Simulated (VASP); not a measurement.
# Ge in VASP: density of states with PBEsol

Aim: the density of states of Ge with PBEsol.

Program: VASP 6.6.1. These are calculated values, not measurements. Logs are shortened: lines on timing, memory, paths and dates and some standing lists are left out, and cuts for length are marked.

## (1) The cell of the first run

The cell holds a slab with vacuum, 2 atoms: a = 4.013 Å, b = 5.676 Å, c = 16.000 Å, α = 90.00°, β = 90.00°, γ = 90.00°.

## (2) Density of states, PBEsol

Input file POSCAR:

```
Ge
1.0
    4.0132784969      0.0000000000      0.0000000000
    0.0000000000      5.6756328799      0.0000000000
    0.0000000000      0.0000000000     16.0000000000
Ge
2
Direct
    0.7500000000      0.1250000000      0.5000000000
    0.2500000000      0.8750000000      0.5000000000
```

Input file INCAR.step1:

```
ALGO = Normal ; DIPOL = 0.5 0.5 0.500
EDIFF = 1E-6 ; ENCUT = 520
GGA = PS ; IDIPOL = 3
ISIF = 2 ; ISMEAR = -1
LASPH = T ; LCHARG = T
LDIPOL = T ; LREAL = F
LWAVE = F ; NBANDS = 21
NELM = 80 ; PREC = Accurate
SIGMA = 0.02
```

Input file KPOINTS.step1:

```
k-points
0
Gamma
  7 5 1
```

Input file INCAR.step2:

```
ALGO = Normal ; DIPOL = 0.5 0.5 0.500
EDIFF = 1E-6 ; ENCUT = 520
GGA = PS ; ICHARG = 11
IDIPOL = 3 ; ISIF = 2
ISMEAR = -5 ; LASPH = T
LCHARG = F ; LDIPOL = T
LORBIT = 11 ; LREAL = F
LWAVE = F ; NEDOS = 1001
NELM = 80 ; PREC = Accurate
SIGMA = 0.02
```

Input file KPOINTS.step2:

```
k-points
0
Gamma
  11 8 1
```

Potentials or basis: VASP PAW PBE potentials, release 64 (Ge_d).

The run is started by

```bash
> cat potpaw_PBE.64/Ge_d/POTCAR > POTCAR
> cp INCAR.step1 INCAR
> cp KPOINTS.step1 KPOINTS
> mpirun -np 1 vasp_std > vasp.out
> cp INCAR.step2 INCAR
> cp KPOINTS.step2 KPOINTS
> mpirun -np 1 vasp_std > vasp.out
```

OUTCAR:

```text
EDIFF = 1E-6
   ENCUT = 520
   GGA = PS
   ICHARG = 11
   ISIF = 2
   ISMEAR = -5
   LASPH = T
   LORBIT = 11
   LREAL = F
   NELM = 80
   PREC = Accurate

 ion  position               nearest neighbor table
   1  0.750  0.125  0.500-   2 2.46   2 2.46
   2  0.250  0.875  0.500-   1 2.46   1 2.46

  LATTYP: Found a simple orthorhombic cell.
 ALAT       =     4.0132784969
 B/A-ratio  =     1.4142135624
 C/A-ratio  =     3.9867654369

  Lattice vectors:

 A1 = (   4.0132784969,   0.0000000000,   0.0000000000)
 A2 = (   0.0000000000,   5.6756328799,   0.0000000000)
 A3 = (   0.0000000000,   0.0000000000,  16.0000000000)

Analysis of symmetry for initial positions (statically):
=====================================================================
 Subroutine PRICEL returns:
 Original cell was already a primitive cell.

 Routine SETGRP: Setting up the symmetry group for a
 simple orthorhombic supercell.

 Subroutine GETGRP returns: Found  8 space group operations
 (whereof  4 operations were pure point group operations)
 out of a pool of  8 trial point group operations.

The static configuration has the point symmetry C_2h.
 The point group associated with its full space group is D_2h.

Analysis of symmetry for dynamics (positions and initial velocities):
=====================================================================
 Subroutine PRICEL returns:
 Original cell was already a primitive cell.

 Routine SETGRP: Setting up the symmetry group for a
 simple orthorhombic supercell.

 Subroutine GETGRP returns: Found  8 space group operations
 (whereof  4 operations were pure point group operations)
 out of a pool of  8 trial point group operations.

The dynamic configuration has the point symmetry C_2h.
 The point group associated with its full space group is D_2h.

 Subroutine INISYM returns: Found  8 space group operations
 (whereof  4 operations are pure point group operations),
 and found     1 'primitive' translations

----------------------------------------------------------------------------------------

                                     Primitive cell

  volume of cell :     364.4463

  direct lattice vectors                    reciprocal lattice vectors
     4.013278497  0.000000000  0.000000000     0.249172840  0.000000000  0.000000000
     0.000000000  5.675632880  0.000000000     0.000000000  0.176191805  0.000000000
     0.000000000  0.000000000 16.000000000     0.000000000  0.000000000  0.062500000

  length of vectors
     4.013278497  5.675632880 16.000000000     0.249172840  0.176191805  0.062500000

  position of ions in fractional coordinates (direct lattice)
     0.750000000  0.125000000  0.500000000
     0.250000000  0.875000000  0.500000000

  ion indices of the primitive-cell ions
   primitive index   ion index
                 1           1
                 2           2

----------------------------------------------------------------------------------------

 KPOINTS: k-points

Automatic generation of k-mesh.
 Grid dimensions read from file:
 generate k-points for:   11    8    1

 Generating k-lattice:

  Cartesian coordinates                     Fractional coordinates (reciprocal lattice)
     0.022652076  0.000000000  0.000000000     0.090909091  0.000000000  0.000000000
     0.000000000  0.022023976  0.000000000     0.000000000  0.125000000  0.000000000
     0.000000000  0.000000000  0.062500000     0.000000000  0.000000000  1.000000000

  Length of vectors
     0.022652076  0.022023976  0.062500000

  Shift w.r.t. Gamma in fractional coordinates (k-lattice)
     0.000000000  0.000000000  0.000000000

 TETIRR: Found    252 inequivalent tetrahedra from      528

 Subroutine IBZKPT returns following result:
 ===========================================

 Found     30 irreducible k-points:

 Following reciprocal coordinates:
            Coordinates               Weight
  0.000000  0.000000  0.000000      1.000000
  0.090909  0.000000  0.000000      2.000000
  0.181818  0.000000  0.000000      2.000000
  0.272727  0.000000  0.000000      2.000000
  0.363636  0.000000  0.000000      2.000000
  0.454545  0.000000  0.000000      2.000000
[... 16 lines left out ...]
  0.363636  0.375000  0.000000      4.000000
  0.454545  0.375000  0.000000      4.000000
 [... further k-points ...]
   k-points           NKPTS =     30   k-points in BZ     NKDIM =     30   number of bands    NBANDS=     18
   number of dos      NEDOS =   1001   number of ions     NIONS =      2
   total plane-waves  NPLWV = 151200
   dimension x,y,z NGX =    30 NGY =   42 NGZ =  120
   dimension x,y,z NGXF=    60 NGYF=   84 NGZF=  240
   ions per type =               2
   NGX,Y,Z   is equivalent  to a cutoff of  12.43, 12.30, 12.47 a.u.
   NGXF,Y,Z  is equivalent  to a cutoff of  24.85, 24.60, 24.94 a.u.
 SYSTEM =  unknown system
   PREC   = accura    normal or accurate (medium, high low for compatibility)
   ISTART =      0    job   : 0-new  1-cont  2-samecut
   ICHARG =     11    charge: 1-file 2-atom 10-const
   ISPIN  =      1    spin polarized calculation?
   LNONCOLLINEAR =      F non collinear calculations
   LSORBIT =      F    spin-orbit coupling
   LASPH  =      T    aspherical Exc in radial PAW
   ENCUT  =  520.0 eV  38.22 Ry    6.18 a.u.   7.46 10.55 29.75*2*pi/ulx,y,z
   NELM   =     80;   NELMIN=  2; NELMDL=  0     # of ELM steps
   EDIFF  = 0.1E-05   stopping-criterion for ELM
   LREAL  =      F    real-space projection
   EDIFFG = 0.1E-04   stopping-criterion for IOM
   NSW    =      0    number of steps for IOM
   IBRION =     -1    ionic relax: 0-MD 1-quasi-New 2-CG
   NFREE  =      0    steps in history (QN), initial steepest desc. (CG)
   ISIF   =      2    stress and relaxation
   ISYM   =      2    0-nonsym 1-usesym 2-fastsym
   POTIM  = 0.5000    time-step for ionic-motion
   TEBEG  =    0.0;   TEEND  =   0.0 temperature during run
   PSTRESS=    0.0 pullay stress
   NELECT =      28.0000    total number of electrons
   NUPDOWN=      -1.0000    fix difference up-down
   EMIN   =  10.00;   EMAX   =-10.00  energy-range for DOS
   EFERMI =   0.00;   METHOD = LEGACY
   ISMEAR =    -5;   SIGMA  =   0.02  broadening in eV -4-tet -1-fermi 0-gaus
   EFERMI_NEDOS =   21; number of points for ismear=-14 and -15
   IALGO  =     38    algorithm
   IMIX   =      4    mixing-type and parameters
     AMIX     =   0.40;   BMIX     =  1.00
     AMIX_MAG =   1.60;   BMIX_MAG =  1.00
  volume/ion in A,a.u.               =     182.22      1229.70
  Fermi-wavevector in a.u.,A,eV,Ry     =   0.695958  1.315170  6.590083  0.484357
  Thomas-Fermi vector in A             =   1.778875
   LORBIT       =     11    0 simple, 1 ext, 2 COOP (PROOUT), +10 PAW based schemes
   GGA     = PS    functional components
   LHFCALC =     F    Hartree Fock is set to
   AEXX    =    0.0000 exact exchange contribution
   IVDW    =     0    specifies the selected vdW correction
   LEPSILON=     F    determine dielectric tensor
   LRPA    =     F    only Hartree local field effects (RPA)
 non-spin polarized calculation
 Fermi weights with tetrahedron method with Bloechl corrections
  energy-cutoff  :      520.00
  volume of cell :      364.45
 maximum number of plane-waves:      9857
 NGX is ok and might be reduce to    30

 number of electron      27.9999998 magnetization

 dipolmoment           0.000000      0.000000      0.000000 electrons x Angstroem

 Free energy of the ion-electron system (eV)
  ---------------------------------------------------
  ext. energy  EPLUGINS =         0.00000000
  ---------------------------------------------------
  free energy    TOTEN  =        -7.10564221 eV

  energy without entropy =       -7.10564221  energy(sigma->0) =       -7.10564221

 E-fermi :  -3.6196     XC(G=0):  -2.2373

 val. band max:       -3.6204151733   @ k =   0.3636   0.2500   0.0000
 cond. band min:      -3.6172300931   @ k =   0.3636   0.2500   0.0000
 fundamental gap:      0.0031850802
 Fermi energy:        -3.6196492787

 k-point     1 :       0.0000    0.0000    0.0000
  band No.  band energies     occupation
      1     -27.9142      2.00000
      2     -27.8898      2.00000
      3     -27.8643      2.00000
      4     -27.8624      2.00000
      5     -27.8181      2.00000
      6     -27.8070      2.00000
[... 10 lines left out ...]
     17      -0.2782      0.00000
     18       0.4598      0.00000

 k-point     2 :       0.0909    0.0000    0.0000
  band No.  band energies     occupation
      1     -27.9141      2.00000
      2     -27.8894      2.00000
      3     -27.8626      2.00000
      4     -27.8621      2.00000
      5     -27.8266      2.00000
      6     -27.7973      2.00000
[... 10 lines left out ...]
     17      -0.3468      0.00000
     18       0.5121      0.00000

 k-point     3 :       0.1818    0.0000    0.0000
  band No.  band energies     occupation
      1     -27.9127      2.00000
      2     -27.8883      2.00000
      3     -27.8629      2.00000
      4     -27.8567      2.00000
      5     -27.8374      2.00000
      6     -27.7829      2.00000
[... 10 lines left out ...]
     17       0.5264      0.00000
     18       0.9714      0.00000

 k-point     4 :       0.2727    0.0000    0.0000
  band No.  band energies     occupation
      1     -27.9084      2.00000
      2     -27.8872      2.00000
      3     -27.8630      2.00000
      4     -27.8499      2.00000
      5     -27.8465      2.00000
      6     -27.7682      2.00000
[... 10 lines left out ...]
     17       0.1172      0.00000
     18       1.2948      0.00000

 k-point     5 :       0.3636    0.0000    0.0000
  band No.  band energies     occupation
      1     -27.9013      2.00000
      2     -27.8868      2.00000
      3     -27.8626      2.00000
      4     -27.8535      2.00000
      5     -27.8416      2.00000
      6     -27.7856      2.00000
[... 10 lines left out ...]
     17      -0.0373      0.00000
     18       1.6940      0.00000

 k-point     6 :       0.4545    0.0000    0.0000
  band No.  band energies     occupation
      1     -27.8937      2.00000
      2     -27.8886      2.00000
      3     -27.8612      2.00000
      4     -27.8583      2.00000
      5     -27.8294      2.00000
      6     -27.8106      2.00000
[... 307 lines left out ...]
 k-point    21 :       0.1818    0.3750    0.0000
  band No.  band energies     occupation
      1     -27.9126      2.00000
      2     -27.8882      2.00000
      3     -27.8628      2.00000
      4     -27.8568      2.00000
      5     -27.8375      2.00000
      6     -27.7829      2.00000
[... 10 lines left out ...]
     17       0.4432      0.00000
     18       1.2359      0.00000

 k-point    22 :       0.2727    0.3750    0.0000
  band No.  band energies     occupation
      1     -27.9083      2.00000
      2     -27.8871      2.00000
      3     -27.8630      2.00000
      4     -27.8500      2.00000
      5     -27.8466      2.00000
      6     -27.7682      2.00000
[... 10 lines left out ...]
     17       1.0123      0.00000
     18       1.8684      0.00000

 k-point    23 :       0.3636    0.3750    0.0000
  band No.  band energies     occupation
      1     -27.9013      2.00000
      2     -27.8869      2.00000
      3     -27.8626      2.00000
      4     -27.8535      2.00000
      5     -27.8416      2.00000
      6     -27.7853      2.00000
[... 10 lines left out ...]
     17       1.4009      0.00000
     18       2.0466      0.00000

 k-point    24 :       0.4545    0.3750    0.0000
  band No.  band energies     occupation
      1     -27.8938      2.00000
      2     -27.8887      2.00000
      3     -27.8613      2.00000
      4     -27.8583      2.00000
      5     -27.8292      2.00000
      6     -27.8104      2.00000
[... 10 lines left out ...]
     17       1.9728      0.00000
     18       2.4581      0.00000

 [... further k-points ...]

------------------------ aborting loop because EDIFF is reached ----------------------------------------

 vacuum level on the upper side and lower side of the slab       (xc-potential included)        -0.014        -0.014

  FORCE on cell =-STRESS in cart. coord.  units (eV):
  Direction    XX          YY          ZZ          XY          YZ          ZX
  --------------------------------------------------------------------------------------
  -------------------------------------------------------------------------------------
  Total       -2.0184357     -2.1074754      0.2088100     -0.0000000      0.0000000      0.0000000
  in kB       -8.8734379     -9.2648740      0.9179694     -0.0000000      0.0000000      0.0000000
  external PRESSURE =      -5.7401142 kB  Pullay stress =       0.0000000 kB

 VOLUME and BASIS-vectors are now :
 -----------------------------------------------------------------------------
  energy-cutoff  :      520.00
  volume of cell :      364.45
      direct lattice vectors                 reciprocal lattice vectors
     4.013278497  0.000000000  0.000000000     0.249172840  0.000000000  0.000000000
     0.000000000  5.675632880  0.000000000     0.000000000  0.176191805  0.000000000
     0.000000000  0.000000000 16.000000000     0.000000000  0.000000000  0.062500000

 POSITION                                       TOTAL-FORCE (eV/Angst)
 -----------------------------------------------------------------------------------
      3.00996      0.70945      8.00000         0.000000     -0.982145     -0.000000
      1.00332      4.96618      8.00000        -0.000000      0.982145      0.000000
 -----------------------------------------------------------------------------------
    total drift:                                0.000000      0.000000      0.000000

  FREE ENERGIE OF THE ION-ELECTRON SYSTEM (eV)
  ---------------------------------------------------
  free  energy   TOTEN  =        -7.1056422144 eV

  energy  without entropy=       -7.1056422144  energy(sigma->0) =       -7.10564221

 vacuum level on the upper side and lower side of the slab         1.171         1.171

 total charge

# of ion       s       p       d       tot
------------------------------------------
    1        1.245   0.962   9.986  12.194
    2        1.245   0.962   9.986  12.194
--------------------------------------------------
tot          2.490   1.925  19.972  24.387
```

Wall time 5.7 min (1 thread of AMD EPYC 7R13, shared host); peak memory 0.41 GiB.

What came out:

```
Valence electrons inside the program's atomic spheres : Ge 12.19
```

Levels at points of the mesh, in eV from the valence-band top:
```csv
k point,band 12,band 13,band 14,band 15,band 16,band 17
"(0.00, 0.00, 0.00)",-4.35,-1.17,-0.71,0.37,2.54,3.34
"(0.00, 0.50, 0.00)",-4.75,-1.03,-0.67,1.88,1.97,2.58
```

Caveat: the PAW data sets were made with another functional, which shifts forces and pressure a little.
